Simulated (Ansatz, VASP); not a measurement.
LiCl in VASP and in Ansatz

The input INCAR:

```
ALGO     = Normal         # electronic algorithm
EDIFF    = 1E-7           # SCF threshold, eV
ENCUT    = 520            # plane-wave cutoff, eV
GGA      = PE             # functional
ISIF     = 2              # what is computed and relaxed
ISMEAR   = 0              # smearing method
LASPH    = T              # aspherical terms in the spheres
LCHARG   = F              # write CHGCAR
LREAL    = F              # projectors in reciprocal space
LWAVE    = F              # write WAVECAR
NBANDS   = 42             # bands
NELM     = 80             # most SCF steps
PREC     = Accurate       # precision mode
SIGMA    = 0.1            # smearing width, eV
```

Contents of KPOINTS:

```
k-points
0
Gamma
  4 4 2
```

Contents of POSCAR:

```
LiCl
1.0
   -5.4018626351     -3.1187668465     -1.2364890186
    5.4018626351     -3.1187668465     -1.2364890186
    0.0000000000     -0.0000000001      7.4189341113
Li Cl
6 6
Direct
    0.0000000000      0.6126594481      0.3995666781
    0.0000000000      0.6126594481      0.8995666781
    0.6126594481      0.0000000000      0.3995666781
    0.6126594481      0.0000000000      0.8995666781
    0.3873405519      0.3873405519      0.0932369541
    0.3873405519      0.3873405519      0.5932369541
    0.6364257670      0.6364257670      0.4146851522
    0.6364257670      0.6364257670      0.9146851522
    0.3635742330      1.0000000000      0.0964722687
    0.3635742330      1.0000000000      0.5964722687
    0.0000000000      0.3635742330      0.0964722687
    1.0000000000      0.3635742330      0.5964722687
```

Input for Ansatz:

```yaml
crystal:
  lattice:
    - [-5.4018626351, -3.1187668465, -1.2364890186]
    - [5.4018626351, -3.1187668465, -1.2364890186]
    - [0.0, -1.0e-10, 7.4189341113]
  atoms:
    - { symbol: Li, position: [0.0, 0.6126594481, 0.3995666781] }
    - { symbol: Li, position: [0.0, 0.6126594481, 0.8995666781] }
    - { symbol: Li, position: [0.6126594481, 0.0, 0.3995666781] }
    - { symbol: Li, position: [0.6126594481, 0.0, 0.8995666781] }
    - { symbol: Li, position: [0.3873405519, 0.3873405519, 0.0932369541] }
    - { symbol: Li, position: [0.3873405519, 0.3873405519, 0.5932369541] }
    - { symbol: Cl, position: [0.636425767, 0.636425767, 0.4146851522] }
    - { symbol: Cl, position: [0.636425767, 0.636425767, 0.9146851522] }
    - { symbol: Cl, position: [0.363574233, 1.0, 0.0964722687] }
    - { symbol: Cl, position: [0.363574233, 1.0, 0.5964722687] }
    - { symbol: Cl, position: [0.0, 0.363574233, 0.0964722687] }
    - { symbol: Cl, position: [1.0, 0.363574233, 0.5964722687] }
basis:
  ecutwfc: 420
kpoints:
  mp_grid: { grid: [4, 4, 2] }
hamiltonian:
  xc: pbe
scf:
  occupations: { method: gaussian, width: 0.1 }
  lower_state_search: "off"
output:
  forces: true
  stress: true
  eigenvalues: true
```

Alike in both runs: task single point; functional PBE; k mesh 4 × 4 × 2; occupations gaussian, width 0.1 eV; no spin polarisation.

```csv
,VASP,Ansatz
version,VASP 6.6.1,Ansatz 0.2.0
potentials or method,"VASP PAW PBE potentials, release 64 (Li_sv, Cl), cutoff 520 eV","scalar-relativistic, plane waves, PAW"
valence electrons in the cell,60,60
```

Ansatz gave:

```
gap on the k mesh at the Fermi level (eV) : 5.72
least direct gap on the mesh (eV)         : 5.72
```

Task: Which values does VASP return?

Result: gap on the k mesh at the Fermi level (eV): 5.73; least direct gap on the mesh (eV): 5.73.

The k mesh is coarse, so the values compare programs but aren't converged. Noted on VASP's run: the cutoff is under 1.25 times that of the potentials, so the pressure is a little rough.
